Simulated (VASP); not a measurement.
Write the native input for VASP 6.6.1 that does the following.

```yaml
Task: single point
Functional: PBEsol
Potentials_or_basis: VASP PAW PBE potentials, release 64 (Ta_pv, Si)
Cutoff: 520 eV
k_mesh: 12 × 12 × 6
Occupations: gaussian, width 0.15 eV
Spin: no spin polarisation
Dipole_correction: no
Further_INCAR_settings: ALGO = Normal; EDIFF = 1e-07; NBANDS = 38
```

The structure of TaSi2 lies in POSCAR:

```
TaSi2
1.0
    4.7609902391      0.0000000000      0.0000000000
   -2.3804951195      4.1231384942      0.0000000000
    0.0000000000      0.0000000000      6.5561430408
Ta Si
3 6
Direct
    0.5054570081      0.0109140161      0.0000000000
    0.5054570081      0.4945429919      0.6666666667
   -0.0109140161      0.4945429919      0.3333333333
    0.1634150643      0.3268301286      0.0000000000
    0.8448495566      0.1551504434      0.6666666667
    0.6731698714      0.8365849357      0.3333333333
    0.8448495566      0.6896991133      0.0000000000
    0.1634150643      0.8365849357      0.6666666667
    0.3103008867      0.1551504434      0.3333333333
```

This cell differs from its parent crystal: mode 4 (106.9 1/cm) frozen in, largest displacement +0.045 Å.

These files were run (other wordings do the same):

INCAR

```
SYSTEM = TaSi2
ALGO     = Normal         ! electronic algorithm
EDIFF    = 1E-7           ! SCF threshold, eV
ENCUT    = 520            ! plane-wave cutoff, eV
GGA      = PS             ! functional
ISIF     = 2              ! what is computed and relaxed
ISMEAR   = 0              ! smearing method
LASPH    = .True.         ! aspherical terms in the spheres
LCHARG   = .False.        ! write CHGCAR
LREAL    = .False.        ! projectors in reciprocal space
LWAVE    = .False.        ! write WAVECAR
NBANDS   = 38             ! bands
NELM     = 80             ! most SCF steps
PREC     = Accurate       ! precision mode
SIGMA    = 0.15           ! smearing width, eV
```

KPOINTS

```
k-points
0
Gamma
  12 12 6
  0 0 0
```

Potentials or basis: VASP PAW PBE potentials, release 64 (Ta_pv, Si).

Launch:

```console
$ cat potpaw_PBE.64/Ta_pv/POTCAR potpaw_PBE.64/Si/POTCAR > POTCAR
$ mpirun -np 1 vasp_std > vasp.out
```

It gave:

* Pressure: 0.4 GPa
* Largest force: 0.343 eV/Å

Caveat: the cell differs from its parent crystal (mode 4 (106.9 1/cm) frozen in, largest displacement +0.045 Å); the PAW data sets were made with another functional, which shifts forces and pressure a little.

Run time: 4.7 min on 1 thread of Intel(R) Xeon(R) 6975P-C (Granite Rapids), on a shared host, peak memory 0.49 GiB.
